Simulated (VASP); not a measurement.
# KMgF3 in VASP: further runs, part 2 of 2

VASP 6.6.1.

### Step 3. Single point, PBE

INCAR reads:

```
SYSTEM = KMgF3
PREC = Accurate
ENCUT = 520
EDIFF = 1E-7
ISMEAR = -1
SIGMA = 0.05
LREAL = .False.
LASPH = .True.
NELM = 100
ALGO = Normal
ISIF = 2
LWAVE = .False.
LCHARG = .False.
GGA = PE
NBANDS = 24
```

KPOINTS reads:

```
Automatic mesh
0
Gamma
  6 6 6
  0 0 0
```

POSCAR reads:

```
KMgF3
1.0
    3.9859000000      0.0398590000      0.0000000000
    0.0398590000      3.9859000000      0.0000000000
    0.0000000000      0.0000000000      3.9859000000
K Mg F
1 1 3
Direct
    0.5000000000      0.5000000000      0.5000000000
    0.0000000000      0.0000000000      0.0000000000
    0.0000000000      0.0000000000      0.5000000000
    0.0000000000      0.5000000000      0.0000000000
    0.5000000000      0.0000000000      0.0000000000
```

Potentials or basis: VASP PAW PBE potentials, release 64 (K_sv, Mg, F).

Command:

```
$ cat potpaw_PBE.64/K_sv/POTCAR potpaw_PBE.64/Mg/POTCAR potpaw_PBE.64/F/POTCAR > POTCAR
$ mpirun -np 1 vasp_std > vasp.out
```

OUTCAR:

```text
SYSTEM = KMgF3
   PREC = Accurate
   ENCUT = 520
   EDIFF = 1E-7
   ISMEAR = -1
   LREAL = .False.
   LASPH = .True.
   NELM = 100
   ISIF = 2
   GGA = PE

 ion  position               nearest neighbor table
   1  0.500  0.500  0.500-   3 2.79   3 2.79   4 2.82   5 2.82   4 2.82   5 2.82   5 2.82   5 2.82
                             4 2.82   4 2.82   3 2.85   3 2.85   2 3.43   2 3.43   2 3.43   2 3.43
   2  0.000  0.000  0.000-   3 1.99   3 1.99   5 1.99   4 1.99   4 1.99   5 1.99   1 3.43   1 3.43
                             1 3.43   1 3.43   1 3.47   1 3.47   1 3.47   1 3.47
   3  0.000  0.000  0.500-   2 1.99   2 1.99   1 2.79   1 2.79   1 2.85   1 2.85
   4  0.000  0.500  0.000-   2 1.99   2 1.99   1 2.82   1 2.82   1 2.82   1 2.82
   5  0.500  0.000  0.000-   2 1.99   2 1.99   1 2.82   1 2.82   1 2.82   1 2.82

  LATTYP: Found a base centered orthorhombic cell.
 ALAT       =     5.5805446999
 B/A-ratio  =     1.0202020202
 C/A-ratio  =     0.7142492739

  Lattice vectors:

 A1 = (  -0.0398590000,  -3.9859000000,   0.0000000000)
 A2 = (   3.9859000000,   0.0398590000,   0.0000000000)
 A3 = (   0.0000000000,   0.0000000000,   3.9859000000)

Analysis of symmetry for initial positions (statically):
=====================================================================
 Subroutine PRICEL returns:
 Original cell was already a primitive cell.

 Routine SETGRP: Setting up the symmetry group for a
 base centered orthorhombic supercell.

 Subroutine GETGRP returns: Found  8 space group operations
 (whereof  8 operations were pure point group operations)
 out of a pool of  8 trial point group operations.

The static configuration has the point symmetry D_2h.

Analysis of symmetry for dynamics (positions and initial velocities):
=====================================================================
 Subroutine PRICEL returns:
 Original cell was already a primitive cell.

 Routine SETGRP: Setting up the symmetry group for a
 base centered orthorhombic supercell.

 Subroutine GETGRP returns: Found  8 space group operations
 (whereof  8 operations were pure point group operations)
 out of a pool of  8 trial point group operations.

The dynamic configuration has the point symmetry D_2h.

 Subroutine INISYM returns: Found  8 space group operations
 (whereof  8 operations are pure point group operations),
 and found     1 'primitive' translations

----------------------------------------------------------------------------------------

                                     Primitive cell

  volume of cell :      63.3193

  direct lattice vectors                    reciprocal lattice vectors
     3.985900000  0.039859000  0.000000000     0.250909458 -0.002509095  0.000000000
     0.039859000  3.985900000  0.000000000    -0.002509095  0.250909458  0.000000000
     0.000000000  0.000000000  3.985900000     0.000000000  0.000000000  0.250884367

  length of vectors
     3.986099290  3.986099290  3.985900000     0.250922004  0.250922004  0.250884367

  position of ions in fractional coordinates (direct lattice)
     0.500000000  0.500000000  0.500000000
     0.000000000  0.000000000  0.000000000
     0.000000000  0.000000000  0.500000000
     0.000000000  0.500000000  0.000000000
     0.500000000  0.000000000  0.000000000

[... 26 lines left out ...]
  Shift w.r.t. Gamma in fractional coordinates (k-lattice)
     0.000000000  0.000000000  0.000000000

 Subroutine IBZKPT returns following result:
 ===========================================

 Found     52 irreducible k-points:

 Following reciprocal coordinates:
            Coordinates               Weight
  0.000000  0.000000  0.000000      1.000000
  0.166667 -0.000000  0.000000      4.000000
  0.333333 -0.000000  0.000000      4.000000
  0.500000 -0.000000  0.000000      2.000000
  0.166667  0.166667  0.000000      2.000000
  0.333333  0.166667  0.000000      4.000000
[... 16 lines left out ...]
  0.333333  0.333333  0.166667      4.000000
  0.500000  0.333333  0.166667      8.000000
 [... further k-points ...]
   k-points           NKPTS =     52   k-points in BZ     NKDIM =     52   number of bands    NBANDS=     24
   number of dos      NEDOS =    301   number of ions     NIONS =      5
   total plane-waves  NPLWV =  27000
   dimension x,y,z NGX =    30 NGY =   30 NGZ =   30
   dimension x,y,z NGXF=    60 NGYF=   60 NGZF=   60
   ions per type =               1   1   3
   NGX,Y,Z   is equivalent  to a cutoff of  12.51, 12.51, 12.51 a.u.
   NGXF,Y,Z  is equivalent  to a cutoff of  25.02, 25.02, 25.03 a.u.
 SYSTEM =  KMgF3
   PREC   = accura    normal or accurate (medium, high low for compatibility)
   ISTART =      0    job   : 0-new  1-cont  2-samecut
   ICHARG =      2    charge: 1-file 2-atom 10-const
   ISPIN  =      1    spin polarized calculation?
   LNONCOLLINEAR =      F non collinear calculations
   LSORBIT =      F    spin-orbit coupling
   LASPH  =      T    aspherical Exc in radial PAW
   ENCUT  =  520.0 eV  38.22 Ry    6.18 a.u.   7.41  7.41  7.41*2*pi/ulx,y,z
   NELM   =    100;   NELMIN=  2; NELMDL= -5     # of ELM steps
   EDIFF  = 0.1E-06   stopping-criterion for ELM
   LREAL  =      F    real-space projection
   EDIFFG = 0.1E-05   stopping-criterion for IOM
   NSW    =      0    number of steps for IOM
   IBRION =     -1    ionic relax: 0-MD 1-quasi-New 2-CG
   NFREE  =      0    steps in history (QN), initial steepest desc. (CG)
   ISIF   =      2    stress and relaxation
   ISYM   =      2    0-nonsym 1-usesym 2-fastsym
   POTIM  = 0.5000    time-step for ionic-motion
   TEBEG  =    0.0;   TEEND  =   0.0 temperature during run
   PSTRESS=    0.0 pullay stress
   NELECT =      32.0000    total number of electrons
   NUPDOWN=      -1.0000    fix difference up-down
   EMIN   =  10.00;   EMAX   =-10.00  energy-range for DOS
   EFERMI =   0.00;   METHOD = LEGACY
   ISMEAR =    -1;   SIGMA  =   0.05  broadening in eV -4-tet -1-fermi 0-gaus
   EFERMI_NEDOS =   21; number of points for ismear=-14 and -15
   IALGO  =     38    algorithm
   IMIX   =      4    mixing-type and parameters
     AMIX     =   0.40;   BMIX     =  1.00
     AMIX_MAG =   1.60;   BMIX_MAG =  1.00
  volume/ion in A,a.u.               =      12.66        85.46
  Fermi-wavevector in a.u.,A,eV,Ry     =   1.304006  2.464214 23.135775  1.700431
  Thomas-Fermi vector in A             =   2.434970
   LORBIT       =      0    0 simple, 1 ext, 2 COOP (PROOUT), +10 PAW based schemes
   GGA     = PE    functional components
[... 5 lines left out ...]
 non-spin polarized calculation
  energy-cutoff  :      520.00
  volume of cell :       63.32
 maximum number of plane-waves:      1739
 NGX is ok and might be reduce to    30
   NGX = 15   NGY = 15   NGZ = 15

 number of electron      31.9999955 magnetization

 Free energy of the ion-electron system (eV)
  ---------------------------------------------------
  ext. energy  EPLUGINS =         0.00000000
  ---------------------------------------------------
  free energy    TOTEN  =       -24.41062728 eV

  energy without entropy =      -24.41062728  energy(sigma->0) =      -24.41062728

 E-fermi :  -0.3888     XC(G=0):  -9.6845

 val. band max:       -1.5947378844   @ k =   0.5000   0.5000   0.5000
 cond. band min:       5.7034959577   @ k =   0.0000   0.0000   0.0000
 fundamental gap:      7.2982338421
 Fermi energy:        -0.3888272909

 k-point     1 :       0.0000    0.0000    0.0000
  band No.  band energies     occupation
      1     -27.2541      2.00000
      2     -21.7195      2.00000
      3     -21.0669      2.00000
      4     -21.0641      2.00000
      5     -10.7566      2.00000
      6     -10.7466      2.00000
[... 637 lines left out ...]
     23      12.6823      0.00000
     24      13.6731      0.00000

 [... further k-points ...]

------------------------ aborting loop because EDIFF is reached ----------------------------------------

  FORCE on cell =-STRESS in cart. coord.  units (eV):
  Direction    XX          YY          ZZ          XY          YZ          ZX
  --------------------------------------------------------------------------------------
  -------------------------------------------------------------------------------------
  Total        1.3418739      1.3418739      1.3361349     -0.3835019      0.0000000      0.0000000
  in kB       33.9536543     33.9536543     33.8084393     -9.7038121      0.0000000      0.0000000
  external PRESSURE =      33.9052493 kB  Pullay stress =       0.0000000 kB

 VOLUME and BASIS-vectors are now :
 -----------------------------------------------------------------------------
  energy-cutoff  :      520.00
  volume of cell :       63.32
      direct lattice vectors                 reciprocal lattice vectors
     3.985900000  0.039859000  0.000000000     0.250909458 -0.002509095  0.000000000
     0.039859000  3.985900000  0.000000000    -0.002509095  0.250909458  0.000000000
     0.000000000  0.000000000  3.985900000     0.000000000  0.000000000  0.250884367

 POSITION                                       TOTAL-FORCE (eV/Angst)
 -----------------------------------------------------------------------------------
      2.01288      2.01288      1.99295        -0.000000      0.000000      0.000000
      0.00000      0.00000      0.00000         0.000000      0.000000      0.000000
      0.00000      0.00000      1.99295         0.000000      0.000000      0.000000
      0.01993      1.99295      0.00000         0.000000      0.000000      0.000000
      1.99295      0.01993      0.00000         0.000000     -0.000000      0.000000
 -----------------------------------------------------------------------------------
    total drift:                                0.000000     -0.000000      0.000000

  FREE ENERGIE OF THE ION-ELECTRON SYSTEM (eV)
  ---------------------------------------------------
  free  energy   TOTEN  =       -24.4106272756 eV

  energy  without entropy=      -24.4106272756  energy(sigma->0) =      -24.41062728
```

Wall time 93 s (1 thread of Intel Xeon Platinum 8375C at 2.90GHz (Ice Lake), shared host); peak memory 0.21 GiB.

What came out:

| Item | Value |
| --- | --- |
| Free energy | -24.4106 eV |
| Pressure | 3.4 GPa |
| Band gap on the k mesh | 7.30 eV, indirect (least direct gap 7.59 eV) |

### Step 4. Single point, LDA

This run uses another cell than the first one, of 11.94 Å³/atom, 0.943 times its volume.

INCAR reads:

```
ALGO = Normal
EDIFF = 1E-6
ENCUT = 520
ISIF = 2
ISMEAR = -1
LASPH = True
LCHARG = False
LREAL = False
LWAVE = False
NBANDS = 24
NELM = 100
PREC = Accurate
SIGMA = 0.05
```

KPOINTS reads:

```
k-points
0
Gamma
  7 7 7
```

POSCAR: that of step 3 with these lines changed.

```diff
@@ -2,5 +2,5 @@
 1.0
-    3.9859000000      0.0398590000      0.0000000000
-    0.0398590000      3.9859000000      0.0000000000
-    0.0000000000      0.0000000000      3.9859000000
+    3.9084732483      0.0000000000      0.0000000000
+    0.0000000000      3.9084732483      0.0000000000
+    0.0000000000      0.0000000000      3.9084732483
 K Mg F
```

Potentials or basis: VASP PAW LDA potentials, release 64 (K_sv, Mg, F).

Command:

```
$ cat potpaw_LDA.64/K_sv/POTCAR potpaw_LDA.64/Mg/POTCAR potpaw_LDA.64/F/POTCAR > POTCAR
$ mpirun -np 1 vasp_std > vasp.out
```

Wall time 28 s (1 thread of Intel Xeon Platinum 8175M at 2.50GHz (Skylake/Cascade Lake), shared host); peak memory 0.16 GiB.

Results (log left out):

```yaml
Free_energy: -27.1310 eV
Pressure: -0.9 GPa
Band_gap_on_the_k_mesh: 7.45 eV, indirect (least direct gap 7.74 eV)
```

Levels at points of the mesh, in eV from the valence-band top:
| k point | band 14 | band 15 | band 16 | band 17 | band 18 | band 19 |
| --- | --- | --- | --- | --- | --- | --- |
| (0.00, 0.00, 0.00) | -0.29 | -0.29 | -0.29 | 7.45 | 9.89 | 9.89 |

A k mesh can miss the band edges. A hybrid or GW would open this gap; LDA tends to underestimate it.

### Step 5. Single point, PBEsol

This run uses another cell than the first one, of 12.71 Å³/atom, 1.004 times its volume.

INCAR reads:

```
SYSTEM = KMgF3
PREC     = Accurate       ! precision mode
ENCUT    = 520            ! plane-wave cutoff, eV
EDIFF    = 1E-6           ! SCF threshold, eV
ISMEAR   = -1             ! smearing method
SIGMA    = 0.05           ! smearing width, eV
LREAL    = .FALSE.        ! projectors in reciprocal space
LASPH    = .TRUE.         ! aspherical terms in the spheres
NELM     = 60             ! most SCF steps
ALGO     = Normal         ! electronic algorithm
ISIF     = 2              ! what is computed and relaxed
LWAVE    = .FALSE.        ! write WAVECAR
LCHARG   = .FALSE.        ! write CHGCAR
GGA      = PS             ! functional
NBANDS   = 24             ! bands
```

KPOINTS reads:

```
regular mesh
0
G
  7 7 7
  0 0 0
```

POSCAR: that of step 4 with these lines changed.

```diff
@@ -2,5 +2,5 @@
 1.0
-    3.9084732483      0.0000000000      0.0000000000
-    0.0000000000      3.9084732483      0.0000000000
-    0.0000000000      0.0000000000      3.9084732483
+    3.9908634569      0.0000000000      0.0000000000
+    0.0000000000      3.9908634569      0.0000000000
+    0.0000000000      0.0000000000      3.9908634569
 K Mg F
```

Potentials or basis: VASP PAW PBE potentials, release 64 (K_sv, Mg, F).

Command:

```
$ cat potpaw_PBE.64/K_sv/POTCAR potpaw_PBE.64/Mg/POTCAR potpaw_PBE.64/F/POTCAR > POTCAR
$ mpirun -np 1 vasp_std > vasp.out
```

It took 31 s on 1 thread of Intel Xeon Platinum 8175M at 2.50GHz (Skylake/Cascade Lake), shared host; peak memory 0.17 GiB.

It converged, with:

```yaml
Free_energy: -25.2631 eV
Pressure: -0.4 GPa
Band_gap_on_the_k_mesh: 7.13 eV, indirect (least direct gap 7.42 eV)
```

Levels at points of the mesh, in eV from the valence-band top:
| k point | band 13 | band 14 | band 15 | band 16 | band 17 | band 18 | band 19 | band 20 |
| --- | --- | --- | --- | --- | --- | --- | --- | --- |
| (0.00, 0.00, 0.00) | -0.60 | -0.29 | -0.29 | -0.29 | 7.13 | 9.97 | 9.97 | 12.16 |

Caveat: the PAW data sets were made with another functional, which shifts forces and pressure a little. A k mesh can miss the band edges.

### Step 6. Relaxation of cell and atoms, LDA

INCAR reads:

```
SYSTEM = KMgF3
PREC = Accurate
ENCUT = 600
EDIFF = 1E-7
ISMEAR = -1
SIGMA = 0.05
LREAL = .FALSE.
LASPH = .TRUE.
NELM = 60
ALGO = Normal
ISIF = 3
LWAVE = .FALSE.
LCHARG = .FALSE.
GGA = CA
IBRION = 2
NSW = 60
EDIFFG = -0.01
```

KPOINTS reads:

```
Automatic mesh
0
G
  7 7 7
  0 0 0
```

POSCAR: that of step 5 with these lines changed.

```diff
@@ -2,5 +2,5 @@
 1.0
-    3.9908634569      0.0000000000      0.0000000000
-    0.0000000000      3.9908634569      0.0000000000
-    0.0000000000      0.0000000000      3.9908634569
+    3.9859000000      0.0000000000      0.0000000000
+    0.0000000000      3.9859000000      0.0000000000
+    0.0000000000      0.0000000000      3.9859000000
 K Mg F
```

Potentials or basis: VASP PAW LDA potentials, release 64 (K_sv, Mg, F).

Command:

```
$ cat potpaw_LDA.64/K_sv/POTCAR potpaw_LDA.64/Mg/POTCAR potpaw_LDA.64/F/POTCAR > POTCAR
$ mpirun -np 1 vasp_std > vasp.out
```

Run time: 42 s. Hardware: 1 thread of Intel Xeon Platinum 8175M at 2.50GHz (Skylake/Cascade Lake), shared host; peak memory 0.18 GiB.

Results (log left out):

- Free energy: -27.1515 eV
- Relaxed volume: 11.80 Å³/atom
- Relaxed cell: a = 3.893 Å, b = 3.893 Å, c = 3.893 Å, α = 90.00°, β = 90.00°, γ = 90.00°
- Space group after relaxing (to 0.05 Å): Pm-3m (No. 221)
- Energy gained by relaxing: 15.5 meV/atom
- Ionic steps: 3
- Pressure after relaxing: 0.0 GPa
- Band gap on the k mesh: 7.56 eV, indirect (least direct gap 7.84 eV)

The path:
```
step  energy change (eV)  largest force (eV/Å)  pressure (GPa)  volume (Å³)
   1              0.0000                0.0000           -5.36        63.33
   2             -0.0763                0.0000           -0.80        59.52
   3             -0.0777                0.0000           -0.02        59.00
```

Final structure:
```
CELL_PARAMETERS angstrom
3.89290 0.00000 0.00000
0.00000 3.89290 0.00000
0.00000 0.00000 3.89290
ATOMIC_POSITIONS crystal
K 0.50000 0.50000 0.50000
Mg 0.00000 0.00000 0.00000
F 0.00000 0.00000 0.50000
F 0.00000 0.50000 0.00000
F 0.50000 0.00000 0.00000
```

Levels at points of the mesh, in eV from the valence-band top:
| k point | band 14 | band 15 | band 16 | band 17 | band 18 | band 19 |
| --- | --- | --- | --- | --- | --- | --- |
| (0.00, 0.00, 0.00) | -0.29 | -0.29 | -0.29 | 7.56 | 9.90 | 9.90 |

### Step 7. Overview

```tsv
task	level	potentials or basis	cell	k mesh	cutoff (eV)	gap on the mesh (eV)	pressure (GPa)
single point	PBE	VASP PAW PBE potentials, release 64 (K_sv, Mg, F)	a = 3.986 Å, angles 90.0, 90.0, 89.4°, 5 atoms	6 × 6 × 6	520	7.30	3.4
single point	PBE	VASP PAW PBE potentials, release 64 (K_sv, Mg, F)	a = 3.986 Å, angles 90.0, 90.0, 88.9°, 5 atoms	6 × 6 × 6	520	7.30	3.4
single point	LDA	VASP PAW LDA potentials, release 64 (K_sv, Mg, F)	a = 3.908 Å, 5 atoms	7 × 7 × 7	520	7.45	-0.9
single point	PBEsol	VASP PAW PBE potentials, release 64 (K_sv, Mg, F)	a = 3.991 Å, 5 atoms	7 × 7 × 7	520	7.13	-0.4
relaxation of cell and atoms	LDA	VASP PAW LDA potentials, release 64 (K_sv, Mg, F)	relaxed from a = 3.986 Å, 5 atoms	7 × 7 × 7	600	7.56	0.0
```

Alike in all rows: no spin polarisation; smearing fermi-dirac 0.05 eV.

Caveats: the PAW data sets were made with another functional, which shifts forces and pressure a little (some runs).

Total energies depend on the potentials used, so only differences within one code and one set of settings carry meaning.
